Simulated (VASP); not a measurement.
A run of VASP 6.6.1:

Contents of INCAR:

```
PREC = Accurate ; ENCUT = 520
EDIFF = 1E-6 ; ISMEAR = -1
SIGMA = 0.05 ; LREAL = F
LASPH = T ; NELM = 100
ALGO = Normal ; ISIF = 2
LWAVE = F ; LCHARG = T
GGA = PE ; LELF = T
LVHAR = T ; NBANDS = 16
```

KPOINTS

```
Automatic mesh
0
Gamma
  9 9 9
```

The input POSCAR:

```
Si2Ni
1.0
    0.0000000000      2.7030000000      2.7030000000
    2.7030000000      0.0000000000      2.7030000000
    2.7030000000      2.7030000000      0.0000000000
Ni Si
1 2
Direct
    0.0000000000      0.0000000000      0.0000000000
    0.7500000000      0.7500000000      0.7500000000
    0.2500000000      0.2500000000      0.2500000000
```

Potentials or basis: VASP PAW PBE potentials, release 64 (Ni, Si).

Run with:

```bash
$ cat potpaw_PBE.64/Ni/POTCAR potpaw_PBE.64/Si/POTCAR > POTCAR
$ mpirun -np 1 vasp_std > vasp.out
```

Hardware: 1 thread of Intel(R) Xeon(R) 6975P-C (Granite Rapids), on a shared host.

Task: Estimate the wall time of this run.

Result: It took 9.7 s on 1 thread of Intel(R) Xeon(R) 6975P-C (Granite Rapids), on a shared host, peak memory 0.15 GiB. Counts: scf iterations 14, k points 35.
